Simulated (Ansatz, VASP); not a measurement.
NiO in VASP and in Ansatz

```
Ni O
1.0
     1.47052    0.84900    2.40133
    -1.47052    0.84900    2.40133
     0.00000   -1.69801    2.40133
Ni O
1 1
Direct
  0.00000 0.00000 0.00000
  0.50000 0.50000 0.50000
```

Alike in both runs: task single point; functional PBE; k mesh 14 × 14 × 14; occupations gaussian, width 0.05 eV; no spin polarisation.

|  | VASP | Ansatz |
| --- | --- | --- |
| version | VASP 6.6.1 | Ansatz 0.2.0 |
| potentials or method | VASP PAW PBE potentials, release 64 (Ni, O), cutoff 520 eV | scalar-relativistic, plane waves, PAW |
| valence electrons in the cell | 16 | 24 |

|  | VASP | Ansatz | Ansatz less VASP |
| --- | --- | --- | --- |
| gap on the k mesh at the Fermi level (eV) | none | none | - |
| pressure (GPa) | 0.1 | 0.0 | -0.13 |

A gap of «none» marks a metal or a gap that the smearing closes. VASP's potentials hold 16 valence electrons a cell and Ansatz's 24, so a difference there can come from the potentials and not from the codes. Ansatz's warnings: near symmetry operations not taken.
